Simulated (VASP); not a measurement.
Wanted: the native input for a VASP 6.6.1 run.

```
Task                   : single point
Functional             : PBE
Potentials or basis    : VASP PAW PBE potentials, release 64 (Sn_d, O)
Cutoff                 : 520 eV
k mesh                 : 9 × 9 × 1
Occupations            : gaussian, width 0.05 eV
Spin                   : no spin polarisation
Dipole correction      : yes
Further INCAR settings : ALGO = Normal; EDIFF = 1e-06; NBANDS = 65
```

The structure of Sn3O2 lies in POSCAR:

```
Sn3O2
1.0
    3.8681707517      0.0000000000      0.0000000000
    0.0000000000      3.8681707517      0.0000000000
    0.0000000000      0.0000000000     27.8836913978
Sn O
6 4
Direct
    0.0000000000      0.5000000000      0.2895546526
    0.5000000000      0.0000000000      0.3668066851
    0.0000000000      0.5000000000      0.4512911231
    0.5000000000      0.0000000000      0.5487088753
    0.0000000000      0.5000000000      0.6331933141
    0.5000000000      0.0000000000      0.7104453511
    0.0000000000      0.0000000000      0.4097276581
    0.5000000000      0.5000000000      0.4097276581
    0.0000000000      0.0000000000      0.5902723412
    0.5000000000      0.5000000000      0.5902723412
```

These files were run (other wordings do the same):

INCAR

```
ALGO = Normal
DIPOL = 0.5 0.5 0.500
EDIFF = 1E-6
ENCUT = 520
GGA = PE
IDIPOL = 3
ISIF = 2
ISMEAR = 0
LASPH = T
LCHARG = F
LDIPOL = T
LREAL = F
LWAVE = F
NBANDS = 65
NELM = 100
PREC = Accurate
SIGMA = 0.05
```

KPOINTS

```
k-points
0
Gamma
  9 9 1
```

Potentials or basis: VASP PAW PBE potentials, release 64 (Sn_d, O).

Command:

```sh
$ cat potpaw_PBE.64/Sn_d/POTCAR potpaw_PBE.64/O/POTCAR > POTCAR
$ mpirun -np 1 vasp_std > vasp.out
```

It gave:

```json
{
  "Largest force": "0.079 eV/Å",
  "Band gap on the k mesh": "zero (bands 54 and 55 overlap by 1.52 eV)"
}
```

Caveat: spin-orbit coupling is left out, which moves the levels of the heavy elements.

Wall time 5.3 min on 1 thread of Intel(R) Xeon(R) 6975P-C (Granite Rapids), with other jobs on the host, peak memory 0.59 GiB.
